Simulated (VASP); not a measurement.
# AlH5 (P-6m2) in VASP: notebook

The runs below take AlH5 through single point, relaxation of cell and atoms, with PBE.

Program: VASP 6.6.1. These are calculated values, not measurements. Logs are shortened: lines on timing, memory, paths and dates and some standing lists are left out, and cuts for length are marked.

## Step 1: The cell of the first run

Symmetry: P-6m2, No. 187, hexagonal system. Conventional cell: a = 3.066 Å, b = 3.066 Å, c = 5.179 Å, α = 90.00°, β = 90.00°, γ = 120.00°. Al (site symmetry -6m2) has 18 H at 2.67 to 3.14 Å and 6 Al at 3.07 Å within 3.5 Å. H (site symmetry -6m2) has 3 H at 1.11 Å within 1.5 Å. H (site symmetry mm2) has 3 H at 1.11 to 1.14 Å within 1.5 Å. Within 2.1 Å of H (site symmetry -6m2) lie 9 H at 1.55 to 1.77 Å.

## Step 2: Single point, PBE

Contents of INCAR:

```
PREC = Accurate ; ENCUT = 520
EDIFF = 1E-6 ; ISMEAR = 0
SIGMA = 0.1 ; LREAL = F
LASPH = T ; NELM = 100
ALGO = Normal ; ISIF = 2
LWAVE = F ; LCHARG = F
GGA = PE ; NBANDS = 13
```

Contents of KPOINTS:

```
Automatic mesh
0
Gamma
  6 6 4
```

Contents of POSCAR:

```
AlH5
1.0
    3.0661034148      0.0000000000      0.0000000000
   -1.5330517074      2.6553234479      0.0000000000
    0.0000000000      0.0000000000      5.1786279394
Al H
1 5
Direct
    0.3333333333      0.6666666667      0.0000000000
    0.6666666667      0.3333333333      0.5000000000
    0.4574767996      0.5425232004      0.5000000000
    0.4574767996      0.9149535993      0.5000000000
    0.0850464007      0.5425232004      0.5000000000
    0.0000000000      0.0000000000      0.5000000000
```

Potentials or basis: VASP PAW PBE potentials, release 64 (Al, H).

Launch:

```console
$ cat potpaw_PBE.64/Al/POTCAR potpaw_PBE.64/H/POTCAR > POTCAR
$ mpirun -np 1 vasp_std > vasp.out
```

OUTCAR:

```text
PREC = Accurate
   ENCUT = 520
   EDIFF = 1E-6
   ISMEAR = 0
   LREAL = F
   LASPH = T
   NELM = 100
   ISIF = 2
   GGA = PE

 ion  position               nearest neighbor table
   1  0.333  0.667  0.000-
   2  0.667  0.333  0.500-
   3  0.457  0.543  0.500-
   4  0.457  0.915  0.500-
   5  0.085  0.543  0.500-
   6  0.000  0.000  0.500-

  LATTYP: Found a hexagonal cell.
 ALAT       =     3.0661034148
 C/A-ratio  =     1.6889932396

  Lattice vectors:

 A1 = (   3.0661034148,   0.0000000000,   0.0000000000)
 A2 = (  -1.5330517074,   2.6553234479,   0.0000000000)
 A3 = (   0.0000000000,   0.0000000000,   5.1786279394)

Analysis of symmetry for initial positions (statically):
=====================================================================
 Subroutine PRICEL returns:
 Original cell was already a primitive cell.

 Routine SETGRP: Setting up the symmetry group for a
 hexagonal supercell.

 Subroutine GETGRP returns: Found 12 space group operations
 (whereof 12 operations were pure point group operations)
 out of a pool of 24 trial point group operations.

The static configuration has the point symmetry D_3h.

Analysis of symmetry for dynamics (positions and initial velocities):
=====================================================================
 Subroutine PRICEL returns:
 Original cell was already a primitive cell.

 Routine SETGRP: Setting up the symmetry group for a
 hexagonal supercell.

 Subroutine GETGRP returns: Found 12 space group operations
 (whereof 12 operations were pure point group operations)
 out of a pool of 24 trial point group operations.

The dynamic configuration has the point symmetry D_3h.

 Subroutine INISYM returns: Found 12 space group operations
 (whereof 12 operations are pure point group operations),
 and found     1 'primitive' translations

----------------------------------------------------------------------------------------

                                     Primitive cell

  volume of cell :      42.1618

  direct lattice vectors                    reciprocal lattice vectors
     3.066103415  0.000000000  0.000000000     0.326146860  0.188300977  0.000000000
    -1.533051707  2.655323448  0.000000000     0.000000000  0.376601954  0.000000000
[... 101 lines left out ...]
   NUPDOWN=      -1.0000    fix difference up-down
   EMIN   =  10.00;   EMAX   =-10.00  energy-range for DOS
   EFERMI =   0.00;   METHOD = LEGACY
   ISMEAR =     0;   SIGMA  =   0.10  broadening in eV -4-tet -1-fermi 0-gaus
   EFERMI_NEDOS =   21; number of points for ismear=-14 and -15
   IALGO  =     38    algorithm
   IMIX   =      4    mixing-type and parameters
     AMIX     =   0.40;   BMIX     =  1.00
     AMIX_MAG =   1.60;   BMIX_MAG =  1.00
  volume/ion in A,a.u.               =       7.03        47.42
  Fermi-wavevector in a.u.,A,eV,Ry     =   0.940730  1.777723 12.040798  0.884974
  Thomas-Fermi vector in A             =   2.068171
   LORBIT       =      0    0 simple, 1 ext, 2 COOP (PROOUT), +10 PAW based schemes
   GGA     = PE    functional components
   LHFCALC =     F    Hartree Fock is set to
   AEXX    =    0.0000 exact exchange contribution
   IVDW    =     0    specifies the selected vdW correction
   LEPSILON=     F    determine dielectric tensor
   LRPA    =     F    only Hartree local field effects (RPA)
 non-spin polarized calculation
 Gauss-broadening in eV      SIGMA  =   0.10
  energy-cutoff  :      520.00
  volume of cell :       42.16
 maximum number of plane-waves:      1172
 NGX is ok and might be reduce to    24
   NGX = 11   NGY = 11   NGZ = 19

 number of electron       8.0000003 magnetization

 Free energy of the ion-electron system (eV)
  ---------------------------------------------------
  ext. energy  EPLUGINS =         0.00000000
  ---------------------------------------------------
  free energy    TOTEN  =       -15.22056792 eV

  energy without entropy =      -15.21488280  energy(sigma->0) =      -15.21772536

 E-fermi :   3.3109     XC(G=0):  -9.2627

 val. band max:        3.2981374915   @ k =   0.3333   0.3333   0.0000
 cond. band min:       3.4374163457   @ k =   0.3333   0.1667   0.2500
 fundamental gap:      0.1392788542
 Fermi energy:         3.3108599728

 k-point     1 :       0.0000    0.0000    0.0000
  band No.  band energies     occupation
      1     -10.9942      2.00000
      2      -3.4307      2.00000
      3       1.0875      2.00000
      4       6.9597      0.00000
      5       7.4597      0.00000
      6       8.0889      0.00000
      7       8.0889      0.00000
      8      13.6686      0.00000
      9      14.0259      0.00000
     10      14.0259      0.00000
     11      14.8340      0.00000
     12      14.8340      0.00000
     13      15.3148      0.00000
[... 306 lines left out ...]
  band No.  band energies     occupation
      1      -5.5762      2.00000
      2      -4.2411      2.00000
      3      -1.8558      2.00000
      4       2.2588      2.00000
      5       2.6314      2.00000
      6       2.6599      2.00000
      7       9.0309      0.00000
      8      11.7492      0.00000
      9      12.0626      0.00000
     10      12.5811      0.00000
     11      13.8778      0.00000
     12      14.6436      0.00000
     13      15.0410      0.00000

------------------------ aborting loop because EDIFF is reached ----------------------------------------

  FORCE on cell =-STRESS in cart. coord.  units (eV):
  Direction    XX          YY          ZZ          XY          YZ          ZX
  --------------------------------------------------------------------------------------
  -------------------------------------------------------------------------------------
  Total       -0.0954459     -0.0954459     -0.1311237      0.0000000      0.0000000      0.0000000
  in kB       -3.6270103     -3.6270103     -4.9827946      0.0000000      0.0000000      0.0000000
  external PRESSURE =      -4.0789384 kB  Pullay stress =       0.0000000 kB

 VOLUME and BASIS-vectors are now :
 -----------------------------------------------------------------------------
  energy-cutoff  :      520.00
  volume of cell :       42.16
      direct lattice vectors                 reciprocal lattice vectors
     3.066103415  0.000000000  0.000000000     0.326146860  0.188300977  0.000000000
    -1.533051707  2.655323448  0.000000000     0.000000000  0.376601954  0.000000000
     0.000000000  0.000000000  5.178627939     0.000000000  0.000000000  0.193101341

 POSITION                                       TOTAL-FORCE (eV/Angst)
 -----------------------------------------------------------------------------------
     -0.00000      1.77022      0.00000         0.000000      0.000000      0.000000
      1.53305      0.88511      2.58931         0.000000      0.000000      0.000000
      0.57096      1.44057      2.58931        -0.005467      0.003156     -0.000000
     -0.00000      2.42950      2.58931         0.000000     -0.006313      0.000000
     -0.57096      1.44057      2.58931         0.005467      0.003156     -0.000000
      0.00000      0.00000      2.58931         0.000000      0.000000      0.000000
 -----------------------------------------------------------------------------------
    total drift:                                0.000000     -0.000000      0.000000

  FREE ENERGIE OF THE ION-ELECTRON SYSTEM (eV)
  ---------------------------------------------------
  free  energy   TOTEN  =       -15.2205679241 eV

  energy  without entropy=      -15.2148827952  energy(sigma->0) =      -15.21772536
```

OSZICAR:

```text
N       E                     dE             d eps       ncg     rms          rms(c)
DAV:   1    -0.233477224186E+00   -0.23348E+00   -0.35179E+03   546   0.513E+02
DAV:   2    -0.151527823393E+02   -0.14919E+02   -0.14160E+02   708   0.754E+01
DAV:   3    -0.157592719645E+02   -0.60649E+00   -0.59300E+00   721   0.130E+01
DAV:   4    -0.157620864126E+02   -0.28144E-02   -0.28140E-02   609   0.102E+00
DAV:   5    -0.157621250067E+02   -0.38594E-04   -0.38593E-04   742   0.120E-01    0.376E+00
DAV:   6    -0.152877504149E+02    0.47437E+00   -0.12288E+00   636   0.303E+00    0.155E+00
DAV:   7    -0.152366589318E+02    0.51091E-01   -0.67232E-02   621   0.113E+00    0.830E-01
DAV:   8    -0.152205237958E+02    0.16135E-01   -0.42470E-02   661   0.813E-01    0.168E-01
DAV:   9    -0.152205354088E+02   -0.11613E-04   -0.38403E-03   646   0.343E-01    0.381E-02
DAV:  10    -0.152205609469E+02   -0.25538E-04   -0.79021E-05   676   0.492E-02    0.162E-02
DAV:  11    -0.152205676189E+02   -0.66720E-05   -0.78907E-06   649   0.145E-02    0.317E-03
DAV:  12    -0.152205679241E+02   -0.30528E-06   -0.86265E-07   388   0.505E-03
   1 F= -.15220568E+02 E0= -.15217725E+02  d E =-.568513E-02
```

stdout:

```text
POSCAR found type information on POSCAR AlH
 POSCAR found :  2 types and       6 ions
 scaLAPACK will be used
 LDA part: xc-table for (Slater+PW92), standard interpolation
 POSCAR, INCAR and KPOINTS ok, starting setup
 FFT: planning ... GRIDC
 FFT: planning ... GRID_SOFT
 FFT: planning ... GRID
 WAVECAR not read
 entering main loop
```

Run time: 6.4 s. Hardware: 1 thread of Intel Xeon Platinum 8488C (Sapphire Rapids), shared host; peak memory 0.15 GiB.

What came out:

```
Free energy            : -15.2206 eV
Pressure               : -0.4 GPa
Largest force          : 0.006 eV/Å
Band gap on the k mesh : zero (band 4 reaches 7.05 eV, above the bottom of band 5 at 2.63 eV)
```

Forces in eV/Å, atoms in the order of the input:
```
Al   0.000  0.000  0.000
H    0.000  0.000  0.000
H   -0.005  0.003  0.000
H    0.000 -0.006  0.000
H    0.005  0.003  0.000
H    0.000  0.000  0.000
```

Caveat: the k points lie up to 0.39 Å⁻¹ apart.

[end of part 1 of 2]
